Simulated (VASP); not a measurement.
## Ti2SiSe2: relaxation of cell and atoms with PBE

Crystal: Ti2SiSe2.

```
CELL_PARAMETERS angstrom
7.39464 0.00000 0.00000
0.00000 7.39464 0.00000
0.00000 0.00000 3.14329
ATOMIC_POSITIONS crystal
Ti 0.84458 0.34458 0.50000
Ti 0.65542 0.84458 0.50000
Ti 0.34458 0.15542 0.50000
Ti 0.15542 0.65542 0.50000
Si 0.00000 0.00000 0.00000
Si 0.50000 0.50000 0.00000
Se 0.13995 0.36005 0.00000
Se 0.36005 0.86005 0.00000
Se 0.63995 0.13995 0.00000
Se 0.86005 0.63995 0.00000
```

The cell was generated, and may not be a known phase.

| Item | Value |
| --- | --- |
| Program | VASP 6.6.1 |
| Task | relaxation of cell and atoms |
| Functional | PBE |
| Potentials or basis | VASP PAW PBE potentials, release 64 (Ti_sv, Si, Se) |
| Cutoff | 600 eV |
| k mesh | 4 × 4 × 6 |
| Occupations | gaussian, width 0.1 eV |
| Spin | no spin polarisation |
| Dipole correction | no |
| Further INCAR settings | ALGO = Normal; EDIFF = 1e-06; IBRION = 2; EDIFFG = -0.04; NSW = 90; ISIF = 3 |

```yaml
Relaxed_volume: 17.20 Å³/atom
Relaxed_cell: a = 7.397 Å, b = 7.397 Å, c = 3.143 Å, α = 90.00°, β = 90.00°, γ = 90.00°
Space_group_after_relaxing_to_0.1_Å: P4/mbm (No. 127)
Energy_gained_by_relaxing: 0.1 meV/atom
Ionic_steps: 2
Pressure_after_relaxing: 0.0 GPa
Largest_force_after_relaxing: 0.028 eV/Å
Band_gap_on_the_k_mesh: zero (bands 40 and 41 overlap by 0.64 eV)
```

Forces in eV/Å, atoms in the order of the input:
```
Ti   0.018  0.018  0.000
Ti  -0.018  0.018  0.000
Ti   0.018 -0.018  0.000
Ti  -0.018 -0.018  0.000
Si   0.000  0.000  0.000
Si   0.000  0.000  0.000
Se   0.020 -0.020  0.000
Se  -0.020 -0.020  0.000
Se   0.020  0.020  0.000
Se  -0.020  0.020  0.000
```

Step by step:
```csv
step,energy change (eV),largest force (eV/Å),pressure (GPa),volume (Å³)
1,0.0000,0.0646,0.04,171.88
2,-0.0007,0.0278,-0.01,171.98
```

Final structure:
```
CELL_PARAMETERS angstrom
7.39709 0.00000 0.00000
0.00000 7.39709 0.00000
0.00000 0.00000 3.14306
ATOMIC_POSITIONS crystal
Ti 0.84467 0.34467 0.50000
Ti 0.65533 0.84467 0.50000
Ti 0.34467 0.15533 0.50000
Ti 0.15533 0.65533 0.50000
Si 0.00000 0.00000 0.00000
Si 0.50000 0.50000 0.00000
Se 0.14025 0.35975 0.00000
Se 0.35975 0.85975 0.00000
Se 0.64025 0.14025 0.00000
Se 0.85975 0.64025 0.00000
```

Levels at points of the mesh, in eV from the Fermi level:
| k point | band 36 | band 37 | band 38 | band 39 | band 40 | band 41 | band 42 | band 43 | band 44 | band 45 |
| --- | --- | --- | --- | --- | --- | --- | --- | --- | --- | --- |
| (0.00, 0.00, 0.00) | -1.30 | -0.97 | -0.97 | -0.87 | -0.87 | 0.46 | 0.52 | 0.70 | 0.71 | 1.06 |
| (0.50, 0.00, 0.00) | -1.18 | -1.09 | -1.09 | -0.34 | -0.34 | 0.34 | 0.34 | 0.79 | 0.79 | 0.89 |
| (0.50, 0.50, 0.00) | -1.64 | -0.58 | -0.58 | -0.14 | -0.14 | 0.01 | 0.01 | 0.91 | 0.91 | 0.93 |
| (0.00, 0.00, 0.50) | -1.18 | -1.02 | -0.79 | -0.79 | -0.52 | -0.52 | 0.06 | 0.50 | 0.74 | 0.74 |
| (0.50, 0.00, 0.50) | -2.51 | -0.51 | -0.51 | -0.24 | -0.24 | -0.18 | -0.18 | 1.00 | 1.00 | 1.30 |
| (0.50, 0.50, 0.50) | -2.49 | -0.36 | -0.36 | 0.08 | 0.08 | 0.94 | 0.94 | 1.08 | 1.08 | 1.17 |

It took 7.2 min on 1 thread of Intel(R) Xeon(R) Platinum 8259CL CPU @ 2.50GHz (Skylake/Cascade Lake), with other jobs on the host, peak memory 0.45 GiB.
